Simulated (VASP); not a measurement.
Write the native input for VASP 6.6.1 that does the following.

```
Task                   : single point
Functional             : LDA
Potentials or basis    : VASP PAW LDA potentials, release 64 (Mg, O)
Cutoff                 : 520 eV
k mesh                 : 2 × 2 × 2
Occupations            : fermi-dirac, width 0.02 eV
Spin                   : no spin polarisation
Dipole correction      : no
Further INCAR settings : LREAL = Auto; ALGO = Normal; EDIFF = 1e-06; NBANDS = 47
```

The structure of Mg9O8 (a cell with a defect) lies in POSCAR:

```
Mg9O8
1.0
    0.0000000000      4.1810000000      4.1810000000
    4.1810000000      0.0000000000      4.1810000000
    4.1810000000      4.1810000000      0.0000000000
Mg O
9 8
Direct
    0.0059913896      0.0260344415      0.0155823966
   -0.0143865104      0.0004903133      0.5266084669
    0.0384955752      0.4833891414      0.0005142310
    0.0206290361      0.5270868213      0.4817627362
    0.5477397752      0.0012437216      0.0093757474
    0.4761659890      0.0128079407      0.5057522124
    0.4169098302      0.4615642191     -0.0254006219
    0.4802559196      0.4802798374      0.5247189668
    0.6520090887      0.5547596269      0.0556924181
    0.1883759866      0.2486247309      0.3381966037
    0.2314996412      0.2635254724      0.7823726381
    0.2547237503      0.7905764171      0.2278163119
    0.2332336762      0.7221358527      0.7358167902
    0.7803755083      0.2225902894      0.2665271466
    0.7550585984      0.2836641952      0.7155226022
    0.7782348720      0.7576177948      0.2321932552
    0.7575580005      0.7988878259      0.7304353026
```

One way to write it, as run:

INCAR

```
SYSTEM = Mg9O8
ALGO = Normal
EDIFF = 1E-6
ENCUT = 520
GGA = CA
ISIF = 2
ISMEAR = -1
LASPH = .TRUE.
LCHARG = .TRUE.
LELF = .TRUE.
LREAL = Auto
LVHAR = .TRUE.
LWAVE = .FALSE.
NBANDS = 47
NELM = 100
PREC = Accurate
SIGMA = 0.02
```

KPOINTS

```
k-points
0
G
  2 2 2
  0 0 0
```

Potentials or basis: VASP PAW LDA potentials, release 64 (Mg, O).

Run with:

```bash
$ cat potpaw_LDA.64/Mg/POTCAR potpaw_LDA.64/O/POTCAR > POTCAR
$ mpirun -np 1 vasp_std > vasp.out
```

Results of the run:

The pressure is 42.7 GPa, the largest force is 3.753 eV/Å and the band gap on the k mesh is 0.04 eV.

Caveat: the k points lie up to 0.65 Å⁻¹ apart.

It took 50 s on 1 thread of Intel(R) Xeon(R) 6975P-C (Granite Rapids) (shared host), peak memory 0.26 GiB.
